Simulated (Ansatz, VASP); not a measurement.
GaAs3: VASP beside Ansatz

File INCAR:

```
SYSTEM = GaAs3
ALGO     = Normal         ! electronic algorithm
EDIFF    = 1E-6           ! SCF threshold, eV
ENCUT    = 520            ! plane-wave cutoff, eV
GGA      = PE             ! functional
ISIF     = 2              ! what is computed and relaxed
ISMEAR   = 0              ! smearing method
LASPH    = .TRUE.         ! aspherical terms in the spheres
LCHARG   = .TRUE.         ! write CHGCAR
LELF     = .TRUE.         ! ELF
LREAL    = .FALSE.        ! projectors in reciprocal space
LVHAR    = .TRUE.       
LWAVE    = .FALSE.        ! write WAVECAR
NBANDS   = 38             ! bands
NELM     = 80             ! most SCF steps
PREC     = Accurate       ! precision mode
SIGMA    = 0.2            ! smearing width, eV
```

KPOINTS

```
k-points
0
G
  6 6 2
  0 0 0
```

File POSCAR:

```
GaAs3
1.0
    3.9682876327      0.0000000000      0.0000000000
   -1.9841438164      3.4366378995      0.0000000000
    0.0000000000      0.0000000000     13.4545242857
Ga As
2 6
Direct
    0.3333333333      0.6666666667      0.0843581878
    0.6666666667      0.3333333333      0.3343826819
    0.3333333333      0.6666666667      0.2724786949
    0.6666666667      0.3333333333      0.5229672702
    1.0000000000      0.0000000000      0.0155285626
    1.0000000000      0.0000000000      0.6108337103
    0.3333333333      0.6666666667      0.7624019752
    0.6666666667      0.3333333333      0.8550489171
```

Input for Ansatz:

```yaml
crystal:
  lattice:
    - [3.9682876327, 0.0, 0.0]
    - [-1.9841438164, 3.4366378995, 0.0]
    - [0.0, 0.0, 13.4545242857]
  atoms:
    - { symbol: Ga, position: [0.3333333333, 0.6666666667, 0.0843581878] }
    - { symbol: Ga, position: [0.6666666667, 0.3333333333, 0.3343826819] }
    - { symbol: As, position: [0.3333333333, 0.6666666667, 0.2724786949] }
    - { symbol: As, position: [0.6666666667, 0.3333333333, 0.5229672702] }
    - { symbol: As, position: [1.0, 0.0, 0.0155285626] }
    - { symbol: As, position: [1.0, 0.0, 0.6108337103] }
    - { symbol: As, position: [0.3333333333, 0.6666666667, 0.7624019752] }
    - { symbol: As, position: [0.6666666667, 0.3333333333, 0.8550489171] }
basis:
  ecutwfc: 420
kpoints:
  mp_grid: { grid: [6, 6, 2] }
hamiltonian:
  xc: pbe
scf:
  occupations: { method: gaussian, width: 0.2 }
  lower_state_search: "off"
output:
  forces: true
  stress: true
  eigenvalues: true
```

Alike in both runs: task single point; functional PBE; k mesh 6 × 6 × 2; occupations gaussian, width 0.2 eV; no spin polarisation.

|  | VASP | Ansatz |
| --- | --- | --- |
| version | VASP 6.6.1 | Ansatz 0.2.0 |
| potentials or method | VASP PAW PBE potentials, release 64 (Ga_d, As), cutoff 520 eV | scalar-relativistic, plane waves, PAW |
| valence electrons in the cell | 56 | 116 |

VASP gave:

```
gap on the k mesh at the Fermi level (eV) : 0.24
least direct gap on the mesh (eV)         : 0.66
pressure (GPa)                            : 0.0
rms of the force components (eV/Å)        : 0.043
```

Problem. Estimate Ansatz's values.

Solution. gap on the k mesh at the Fermi level (eV): 0.24; least direct gap on the mesh (eV): 0.66; pressure (GPa): -0.1; rms of the force components (eV/Å): 0.039.

Atom by atom the forces differ by 0.012 eV/Å (rms over components). VASP's potentials hold 56 valence electrons a cell and Ansatz's 116, so a difference there can come from the potentials and not from the codes.
